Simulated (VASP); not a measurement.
Write the native input for VASP 6.6.1 that does the following.

```yaml
Task: single point
Functional: PBEsol
Potentials_or_basis: VASP PAW PBE potentials, release 64 (Ni)
Cutoff: 520 eV
k_mesh: 26 × 26 × 26
Occupations: fermi-dirac, width 0.1 eV
Spin: no spin polarisation
Dipole_correction: no
Further_INCAR_settings: ALGO = Normal; EDIFF = 1e-06; NBANDS = 11
```

The structure of Ni lies in POSCAR:

```
Ni
1.0
    0.0000000000      1.6575022425      1.6575022425
    1.6575022425      0.0000000000      1.6575022425
    1.6575022425      1.6575022425      0.0000000000
Ni
1
Direct
    0.0000000000      0.0000000000      0.0000000000
```

This cell differs from its parent crystal: volume scaled by 0.88.

One way to write it, as run:

INCAR

```
SYSTEM = Ni
PREC     = Accurate       ! precision mode
ENCUT    = 520            ! plane-wave cutoff, eV
EDIFF    = 1E-6           ! SCF threshold, eV
ISMEAR   = -1             ! smearing method
SIGMA    = 0.1            ! smearing width, eV
LREAL    = .FALSE.        ! projectors in reciprocal space
LASPH    = .TRUE.         ! aspherical terms in the spheres
NELM     = 60             ! most SCF steps
ALGO     = Normal         ! electronic algorithm
ISIF     = 2              ! what is computed and relaxed
LWAVE    = .FALSE.        ! write WAVECAR
LCHARG   = .TRUE.         ! write CHGCAR
GGA      = PS             ! functional
LELF     = .TRUE.         ! ELF
LVHAR    = .TRUE.       
NBANDS   = 11             ! bands
```

KPOINTS

```
regular mesh
0
G
  26 26 26
  0 0 0
```

Potentials or basis: VASP PAW PBE potentials, release 64 (Ni).

Launch:

```sh
$ cat potpaw_PBE.64/Ni/POTCAR > POTCAR
$ mpirun -np 1 vasp_std > vasp.out
```

Results of the run:

- Pressure: 40.0 GPa
- Band gap on the k mesh: zero (band 5 reaches 12.03 eV, above the bottom of band 6 at 10.77 eV)

Caveat: the PAW data sets were made with another functional, which shifts forces and pressure a little; the run has no spin polarisation, though such a crystal can be magnetic.

Wall time 26 s on 1 thread of AMD EPYC 9R45 96-Core Processor (Zen 5), with other jobs on the host, peak memory 0.13 GiB.
